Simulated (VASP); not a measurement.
Input of a VASP 6.6.1 run:

File POSCAR:

```
Sb2Se3
1.0
   12.3620732000      0.0000000000      0.0000000000
    0.0000000000      4.0015568700      0.0000000000
    0.0000000000      0.0000000000     11.7136297100
Sb Se
8 12
Direct
    0.1403223700      0.7500000000      0.0380946000
    0.8596776300      0.2500000000      0.9619054000
    0.3596776300      0.2500000000      0.5380946000
    0.6403223700      0.7500000000      0.4619054000
    0.0338128400      0.2500000000      0.3295913800
    0.9661871600      0.7500000000      0.6704086200
    0.4661871600      0.7500000000      0.8295913800
    0.5338128400      0.2500000000      0.1704086200
    0.9483452000      0.7500000000      0.1275253600
    0.0516548000      0.2500000000      0.8724746400
    0.5516548000      0.2500000000      0.6275253600
    0.4483452000      0.7500000000      0.3724746400
    0.2053313200      0.2500000000      0.1921006700
    0.7946686800      0.7500000000      0.8078993300
    0.2946686800      0.7500000000      0.6921006700
    0.7053313200      0.2500000000      0.3078993300
    0.6273491500      0.7500000000      0.0540986900
    0.3726508500      0.2500000000      0.9459013100
    0.8726508500      0.2500000000      0.5540986900
    0.1273491500      0.7500000000      0.4459013100
```

File INCAR.step1:

```
  ALGO = Normal
  EDIFF = 1E-4
  ENCUT = 520
  GGA = PE
  ISMEAR = -1
  KPAR = 4
  LASPH = T
  LCHARG = F
  LREAL = Auto
  LWAVE = T
  NBANDS = 72
  NELM = 80
  PREC = Accurate
  SIGMA = 0.02
```

Contents of INCAR.step2:

```
  ALGO = Normal
  EDIFF = 1E-8
  ENCUT = 520
  ISIF = 2
  ISMEAR = -1
  ISTART = 1
  KPAR = 4
  LASPH = T
  LCHARG = F
  LEFG = T
  LMIXTAU = T
  LREAL = Auto
  LWAVE = F
  METAGGA = R2SCAN
  NBANDS = 72
  NELM = 80
  PREC = Accurate
  SIGMA = 0.02
```

The input KPOINTS:

```
k-points
0
Gamma
  3 7 3
```

Potentials or basis: VASP PAW PBE potentials, release 64 (Sb, Se).

The run is started by

```bash
$ cat potpaw_PBE.64/Sb/POTCAR potpaw_PBE.64/Se/POTCAR > POTCAR
$ cp INCAR.step1 INCAR
$ mpirun -np 4 vasp_std > vasp.out
$ cp INCAR.step2 INCAR
$ mpirun -np 4 vasp_std > vasp.out
```

Q: Estimate the pressure.

A: 0.1 GPa.

Q: What does it give for the band gap on the k mesh?

A: 1.15 eV (least direct gap 1.21 eV).

Q: Estimate the largest force.

A: 0.022 eV/Å.

Forces in eV/Å, atoms in the order of the input:
```
Sb  -0.007  0.000 -0.010
Sb   0.007  0.000  0.010
Sb   0.007  0.000 -0.010
Sb  -0.007  0.000  0.010
Sb   0.015  0.000  0.000
Sb  -0.015  0.000  0.000
Sb  -0.015  0.000  0.000
Sb   0.015  0.000  0.000
Se   0.015  0.000 -0.002
Se  -0.015  0.000  0.002
Se  -0.015  0.000 -0.002
Se   0.015  0.000  0.002
Se   0.018  0.000 -0.013
Se  -0.018  0.000  0.013
Se  -0.018  0.000 -0.013
Se   0.018  0.000  0.013
Se  -0.012  0.000 -0.006
Se   0.012  0.000  0.006
Se   0.012  0.000 -0.006
Se  -0.012  0.000  0.006
```

Caveat: without QUAD_EFG the Cq values of the log hold for a quadrupole moment of 1 mb, not for the nuclei; the PAW data sets were made with another functional, which shifts forces and pressure a little; spin-orbit coupling is left out, which moves the levels of the heavy elements. A k mesh can miss the band edges.
